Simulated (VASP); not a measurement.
Input of a VASP 6.6.1 run:

Contents of INCAR:

```
SYSTEM = PbO
  PREC = Accurate
  ENCUT = 520
  EDIFF = 1E-6
  ISMEAR = 0
  SIGMA = 0.05
  LREAL = .FALSE.
  LASPH = .TRUE.
  NELM = 60
  ALGO = Normal
  ISIF = 2
  LWAVE = .FALSE.
  LCHARG = .FALSE.
  GGA = PE
  NBANDS = 17
```

The input KPOINTS:

```
Automatic mesh
0
G
  12 12 10
  0 0 0
```

Contents of POSCAR:

```
PbO
1.0
    3.6640971470      0.0000000000      0.0000000000
   -1.8320485735      3.1732012113      0.0000000000
    0.0000000000      0.0000000000      3.3430187193
Pb O
1 1
Direct
    0.0000000000      0.0000000000      0.0000000000
    0.6666666667      0.3333333333      0.5000000000
```

Potentials or basis: VASP PAW PBE potentials, release 64 (Pb_d, O).

The run is started by

```bash
$ cat potpaw_PBE.64/Pb_d/POTCAR potpaw_PBE.64/O/POTCAR > POTCAR
$ mpirun -np 1 vasp_std > vasp.out
```

**Question.** What does it give for the band gap on the k mesh?

**Answer.** Zero (filled and empty bands touch).

**Question.** What does it give for the pressure?

**Answer.** -4.8 GPa.

Caveat: the cell stands under tension; semilocal functionals underestimate gaps, and a narrow one can read as zero; spin-orbit coupling is left out, which moves the levels of the heavy elements.
